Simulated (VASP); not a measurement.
# Sc3B2N (I4/mmm) in VASP: notebook

Runs on Sc3B2N. Level: PBE. Tasks: single point, relaxation of cell and atoms.

Everything below comes from runs of VASP 6.6.1. Logs are shortened: lines on timing, memory, paths and dates and some standing lists are left out, and cuts for length are marked.

## 1. The cell of the first run

Symmetry: I4/mmm, No. 139, tetragonal system. Conventional cell: a = 5.077 Å, b = 5.077 Å, c = 7.321 Å, α = 90.00°, β = 90.00°, γ = 90.00°. Sc (site symmetry mmm) has 2 Sc at 2.54 Å and 2 N at 2.54 Å and 4 B at 2.85 Å within 3.3 Å. Within 3.1 Å of Sc (site symmetry 4/mmm) lie 2 B at 2.37 Å and 4 Sc at 2.54 Å. Within 1.7 Å of B (site symmetry 4mm) lie 1 N at 1.29 Å. Within 1.7 Å of N (site symmetry 4/mmm) lie 2 B at 1.29 Å.

The cell was generated, and may not be a known phase.

## 2. Single point, PBE

File INCAR:

```
SYSTEM = Sc3B2N
  PREC = Accurate
  ENCUT = 520
  EDIFF = 1E-6
  ISMEAR = 0
  SIGMA = 0.1
  LREAL = .False.
  LASPH = .True.
  NELM = 60
  ALGO = Fast
  ISIF = 2
  LWAVE = .False.
  LCHARG = .False.
  GGA = PE
  NBANDS = 31
```

File KPOINTS:

```
Automatic mesh
0
Gamma
  6 6 6
  0 0 0
```

File POSCAR:

```
Sc3B2N
1.0
   -2.5384176800      2.5384176800      3.6603855400
    2.5384176800     -2.5384176800      3.6603855400
    2.5384176800      2.5384176800     -3.6603855400
Sc B N
3 2 1
Direct
    0.5000000000      0.0000000000      0.5000000000
    0.0000000000      0.5000000000      0.5000000000
    0.5000000000      0.5000000000      0.0000000000
    0.8242127600      0.8242127600      0.0000000000
    0.1757872400      0.1757872400      0.0000000000
    0.0000000000      0.0000000000      0.0000000000
```

Potentials or basis: VASP PAW PBE potentials, release 64 (Sc_sv, B, N).

Launch:

```sh
cat potpaw_PBE.64/Sc_sv/POTCAR potpaw_PBE.64/B/POTCAR potpaw_PBE.64/N/POTCAR > POTCAR
mpirun -np 1 vasp_std > vasp.out
```

OUTCAR:

```text
SYSTEM = Sc3B2N
   PREC = Accurate
   ENCUT = 520
   EDIFF = 1E-6
   ISMEAR = 0
   LREAL = .False.
   LASPH = .True.
   NELM = 60
   ISIF = 2
   GGA = PE

 ion  position               nearest neighbor table
   1  0.500  0.000  0.500-   3 2.54   6 2.54   3 2.54   6 2.54
   2  0.000  0.500  0.500-   3 2.54   6 2.54   6 2.54   3 2.54
   3  0.500  0.500  0.000-   4 2.37   5 2.37   1 2.54   2 2.54   1 2.54   2 2.54
   4  0.824  0.824  0.000-   6 1.29   3 2.37
   5  0.176  0.176  0.000-   6 1.29   3 2.37
   6  0.000  0.000  0.000-   4 1.29   5 1.29   1 2.54   2 2.54   2 2.54   1 2.54

  LATTYP: Found a body centered tetragonal cell.
 ALAT       =     5.0768353600
 C/A-ratio  =     1.4419949754

  Lattice vectors:

 A1 = (  -2.5384176800,   2.5384176800,   3.6603855400)
 A2 = (   2.5384176800,  -2.5384176800,   3.6603855400)
 A3 = (   2.5384176800,   2.5384176800,  -3.6603855400)

Analysis of symmetry for initial positions (statically):
=====================================================================
 Subroutine PRICEL returns:
 Original cell was already a primitive cell.

 Routine SETGRP: Setting up the symmetry group for a
 body centered tetragonal supercell.

 Subroutine GETGRP returns: Found 16 space group operations
 (whereof 16 operations were pure point group operations)
 out of a pool of 16 trial point group operations.

The static configuration has the point symmetry D_4h.

Analysis of symmetry for dynamics (positions and initial velocities):
=====================================================================
 Subroutine PRICEL returns:
 Original cell was already a primitive cell.

 Routine SETGRP: Setting up the symmetry group for a
 body centered tetragonal supercell.

 Subroutine GETGRP returns: Found 16 space group operations
 (whereof 16 operations were pure point group operations)
 out of a pool of 16 trial point group operations.

The dynamic configuration has the point symmetry D_4h.

 Subroutine INISYM returns: Found 16 space group operations
 (whereof 16 operations are pure point group operations),
 and found     1 'primitive' translations

----------------------------------------------------------------------------------------

                                     Primitive cell

  volume of cell :      94.3437

  direct lattice vectors                    reciprocal lattice vectors
    -2.538417680  2.538417680  3.660385540     0.000000000  0.196973100  0.136597633
     2.538417680 -2.538417680  3.660385540     0.196973100  0.000000000  0.136597633
     2.538417680  2.538417680 -3.660385540     0.196973100  0.196973100  0.000000000

  length of vectors
     5.126943625  5.126943625  5.126943625     0.239702556  0.239702556  0.278562030

  position of ions in fractional coordinates (direct lattice)
     0.500000000  0.000000000  0.500000000
     0.000000000  0.500000000  0.500000000
     0.500000000  0.500000000  0.000000000
     0.824212760  0.824212760  0.000000000
     0.175787240  0.175787240  0.000000000
     0.000000000  0.000000000  0.000000000

  ion indices of the primitive-cell ions
   primitive index   ion index
                 1           1
                 2           2
                 3           3
                 4           4
                 5           5
                 6           6

----------------------------------------------------------------------------------------

 KPOINTS: Automatic mesh

Automatic generation of k-mesh.
 Grid dimensions read from file:
 generate k-points for:    6    6    6

 Generating k-lattice:

  Cartesian coordinates                     Fractional coordinates (reciprocal lattice)
     0.000000000  0.032828850  0.022766272     0.166666667  0.000000000  0.000000000
     0.032828850  0.000000000  0.022766272     0.000000000  0.166666667  0.000000000
     0.032828850  0.032828850  0.000000000     0.000000000  0.000000000  0.166666667

  Length of vectors
     0.039950426  0.039950426  0.046427005

  Shift w.r.t. Gamma in fractional coordinates (k-lattice)
     0.000000000  0.000000000  0.000000000

 Subroutine IBZKPT returns following result:
 ===========================================

 Found     30 irreducible k-points:

 Following reciprocal coordinates:
            Coordinates               Weight
  0.000000  0.000000  0.000000      1.000000
  0.166667  0.000000  0.000000      8.000000
  0.333333  0.000000  0.000000      8.000000
  0.500000 -0.000000  0.000000      4.000000
  0.166667  0.166667  0.000000      8.000000
  0.333333  0.166667  0.000000     16.000000
[... 16 lines left out ...]
 -0.333333 -0.333333  0.166667      8.000000
 -0.166667 -0.333333  0.166667      8.000000
 [... further k-points ...]
   k-points           NKPTS =     30   k-points in BZ     NKDIM =     30   number of bands    NBANDS=     31
   number of dos      NEDOS =    301   number of ions     NIONS =      6
   total plane-waves  NPLWV =  64000
   dimension x,y,z NGX =    40 NGY =   40 NGZ =   40
   dimension x,y,z NGXF=    80 NGYF=   80 NGZF=   80
   ions per type =               3   2   1
   NGX,Y,Z   is equivalent  to a cutoff of  12.97, 12.97, 12.97 a.u.
   NGXF,Y,Z  is equivalent  to a cutoff of  25.94, 25.94, 25.94 a.u.
 SYSTEM =  Sc3B2N
   PREC   = accura    normal or accurate (medium, high low for compatibility)
   ISTART =      0    job   : 0-new  1-cont  2-samecut
   ICHARG =      2    charge: 1-file 2-atom 10-const
   ISPIN  =      1    spin polarized calculation?
   LNONCOLLINEAR =      F non collinear calculations
   LSORBIT =      F    spin-orbit coupling
   LASPH  =      T    aspherical Exc in radial PAW
   ENCUT  =  520.0 eV  38.22 Ry    6.18 a.u.   9.53  9.53  9.53*2*pi/ulx,y,z
   NELM   =     60;   NELMIN=  2; NELMDL= -5     # of ELM steps
   EDIFF  = 0.1E-05   stopping-criterion for ELM
   LREAL  =      F    real-space projection
   EDIFFG = 0.1E-04   stopping-criterion for IOM
   NSW    =      0    number of steps for IOM
   IBRION =     -1    ionic relax: 0-MD 1-quasi-New 2-CG
   NFREE  =      0    steps in history (QN), initial steepest desc. (CG)
   ISIF   =      2    stress and relaxation
   ISYM   =      2    0-nonsym 1-usesym 2-fastsym
   POTIM  = 0.5000    time-step for ionic-motion
   TEBEG  =    0.0;   TEEND  =   0.0 temperature during run
   PSTRESS=    0.0 pullay stress
   NELECT =      44.0000    total number of electrons
   NUPDOWN=      -1.0000    fix difference up-down
   EMIN   =  10.00;   EMAX   =-10.00  energy-range for DOS
   EFERMI =   0.00;   METHOD = LEGACY
   ISMEAR =     0;   SIGMA  =   0.10  broadening in eV -4-tet -1-fermi 0-gaus
   EFERMI_NEDOS =   21; number of points for ismear=-14 and -15
   IALGO  =     68    algorithm
   IMIX   =      4    mixing-type and parameters
     AMIX     =   0.40;   BMIX     =  1.00
     AMIX_MAG =   1.60;   BMIX_MAG =  1.00
  volume/ion in A,a.u.               =      15.72       106.11
  Fermi-wavevector in a.u.,A,eV,Ry     =   1.269564  2.399129 21.929785  1.611794
  Thomas-Fermi vector in A             =   2.402599
   LORBIT       =      0    0 simple, 1 ext, 2 COOP (PROOUT), +10 PAW based schemes
   GGA     = PE    functional components
   LHFCALC =     F    Hartree Fock is set to
   AEXX    =    0.0000 exact exchange contribution
   IVDW    =     0    specifies the selected vdW correction
   LEPSILON=     F    determine dielectric tensor
   LRPA    =     F    only Hartree local field effects (RPA)
 non-spin polarized calculation
 RMM-DIIS sequential band-by-band and
 Gauss-broadening in eV      SIGMA  =   0.10
  energy-cutoff  :      520.00
  volume of cell :       94.34
 maximum number of plane-waves:      2573
 NGX is ok and might be reduce to    40
   NGX = 19   NGY = 19   NGZ = 19

 number of electron      43.9999993 magnetization

 Free energy of the ion-electron system (eV)
  ---------------------------------------------------
  ext. energy  EPLUGINS =         0.00000000
  ---------------------------------------------------
  free energy    TOTEN  =       -37.21302296 eV

  energy without entropy =      -37.19068566  energy(sigma->0) =      -37.20185431

 E-fermi :   4.5097     XC(G=0): -10.2476

 val. band max:        4.5018389754   @ k =   0.5000   0.5000   0.3333
 cond. band min:       4.5107547998   @ k =  -0.3333  -0.3333   0.3333
 fundamental gap:      0.0089158244
 Fermi energy:         4.5097217825

 k-point     1 :       0.0000    0.0000    0.0000
  band No.  band energies     occupation
      1     -45.2468      2.00000
      2     -45.1942      2.00000
      3     -43.8573      2.00000
      4     -24.4239      2.00000
      5     -24.4239      2.00000
      6     -23.9093      2.00000
[... 23 lines left out ...]
     30       8.8180      0.00000
     31       8.8331      0.00000

 k-point     2 :       0.1667    0.0000    0.0000
  band No.  band energies     occupation
      1     -45.2414      2.00000
      2     -45.1956      2.00000
      3     -43.8624      2.00000
      4     -24.4209      2.00000
      5     -24.3363      2.00000
      6     -23.9067      2.00000
[... 23 lines left out ...]
     30       7.7067      0.00000
     31       8.8516      0.00000

 k-point     3 :       0.3333    0.0000    0.0000
  band No.  band energies     occupation
      1     -45.2292      2.00000
      2     -45.2000      2.00000
      3     -43.8729      2.00000
      4     -24.4147      2.00000
      5     -24.1221      2.00000
      6     -23.9010      2.00000
[... 23 lines left out ...]
     30       7.3170      0.00000
     31       7.7983      0.00000

 k-point     4 :       0.5000   -0.0000    0.0000
  band No.  band energies     occupation
      1     -45.2207      2.00000
      2     -45.2045      2.00000
      3     -43.8782      2.00000
      4     -24.4116      2.00000
      5     -23.9681      2.00000
      6     -23.8986      2.00000
[... 23 lines left out ...]
     30       6.8395      0.00000
     31       7.7501      0.00000

 k-point     5 :       0.1667    0.1667    0.0000
  band No.  band energies     occupation
      1     -45.2358      2.00000
      2     -45.1973      2.00000
      3     -43.8677      2.00000
      4     -24.3394      2.00000
      5     -24.3279      2.00000
      6     -23.8965      2.00000
[... 23 lines left out ...]
     30       7.8082      0.00000
     31       7.9339      0.00000
[... 542 lines left out ...]
     30       7.3671      0.00000
     31       7.9830      0.00000

 k-point    22 :      -0.1667    0.5000    0.1667
  band No.  band energies     occupation
      1     -45.2272      2.00000
      2     -45.2020      2.00000
      3     -43.8729      2.00000
      4     -24.4159      2.00000
      5     -24.1245      2.00000
      6     -23.9202      2.00000
[... 23 lines left out ...]
     30       7.3586      0.00000
     31       7.5595      0.00000

 k-point    23 :      -0.3333   -0.3333    0.1667
  band No.  band energies     occupation
      1     -45.2336      2.00000
      2     -45.1994      2.00000
      3     -43.8677      2.00000
      4     -24.3415      2.00000
      5     -24.3299      2.00000
      6     -23.9260      2.00000
[... 23 lines left out ...]
     30       7.6272      0.00000
     31       8.1475      0.00000

 k-point    24 :      -0.1667   -0.3333    0.1667
  band No.  band energies     occupation
      1     -45.2395      2.00000
      2     -45.1975      2.00000
      3     -43.8625      2.00000
      4     -24.4226      2.00000
      5     -24.3383      2.00000
      6     -23.9123      2.00000
[... 23 lines left out ...]
     30       7.7225      0.00000
     31       7.9064      0.00000

 [... further k-points ...]
[... 5 lines left out ...]
  --------------------------------------------------------------------------------------
  -------------------------------------------------------------------------------------
  Total        2.8469407      2.8469407      7.4283992      0.0000000     -0.0000000      0.0000000
  in kB       48.3477219     48.3477219    126.1516190      0.0000000     -0.0000000      0.0000000
  external PRESSURE =      74.2823543 kB  Pullay stress =       0.0000000 kB

 VOLUME and BASIS-vectors are now :
 -----------------------------------------------------------------------------
  energy-cutoff  :      520.00
  volume of cell :       94.34
      direct lattice vectors                 reciprocal lattice vectors
    -2.538417680  2.538417680  3.660385540     0.000000000  0.196973100  0.136597633
     2.538417680 -2.538417680  3.660385540     0.196973100  0.000000000  0.136597633
     2.538417680  2.538417680 -3.660385540     0.196973100  0.196973100  0.000000000

 POSITION                                       TOTAL-FORCE (eV/Angst)
 -----------------------------------------------------------------------------------
      0.00000      2.53842      0.00000        -0.000000     -0.000000      0.000000
      2.53842      0.00000      0.00000        -0.000000     -0.000000      0.000000
      0.00000      0.00000      3.66039        -0.000000     -0.000000      0.000000
      0.00000      0.00000      6.03387         0.000000      0.000000     -5.233321
      0.00000      0.00000      1.28690        -0.000000     -0.000000      5.233321
      0.00000      0.00000      0.00000        -0.000000     -0.000000      0.000000
 -----------------------------------------------------------------------------------
    total drift:                               -0.000000     -0.000000      0.000000

  FREE ENERGIE OF THE ION-ELECTRON SYSTEM (eV)
  ---------------------------------------------------
  free  energy   TOTEN  =       -37.2130229629 eV

  energy  without entropy=      -37.1906856636  energy(sigma->0) =      -37.20185431
```

Wall time 3.5 min (1 thread of Oxide Virtual Turin-like, shared host); peak memory 0.24 GiB.

Results:

| Quantity | Value |
| --- | --- |
| Free energy | -37.2130 eV |
| Pressure | 7.4 GPa |
| Largest force | 5.233 eV/Å |
| Band gap on the k mesh | zero (bands 22 and 23 overlap by 1.48 eV) |

Forces on the atoms (eV/Å):
```
Sc   0.000  0.000  0.000
Sc   0.000  0.000  0.000
Sc   0.000  0.000  0.000
B    0.000  0.000 -5.233
B    0.000  0.000  5.233
N    0.000  0.000  0.000
```

Levels at points of the mesh, in eV from the Fermi level:
```
           k point  band 18  band 19  band 20  band 21  band 22  band 23  band 24  band 25  band 26  band 27
(0.00, 0.00, 0.00)    -2.72    -2.72    -1.93    -1.49    -1.19    -0.71     1.37     1.55     1.55     2.29
(0.50, 0.00, 0.00)    -3.91    -1.22    -0.96    -0.55    -0.10    -0.03     0.26     0.69     1.33     1.53
(0.50, 0.50, 0.00)    -3.08    -2.29    -1.23     0.49     0.74     1.09     1.22     1.28     1.57     1.65
(0.50, 0.50, 0.50)    -3.27    -1.64    -1.58    -0.78    -0.39    -0.39     0.20     0.29     0.29     1.73
```

Caveat: the stress differs along the axes, from 5 to 13 GPa; forces of over 1 eV/Å act on the atoms, so gaps and moduli don't describe the material at rest.

(Part 1 of 3 ends here.)

The gap in the log of VASP goes by the Fermi energy; the results here count the filled bands.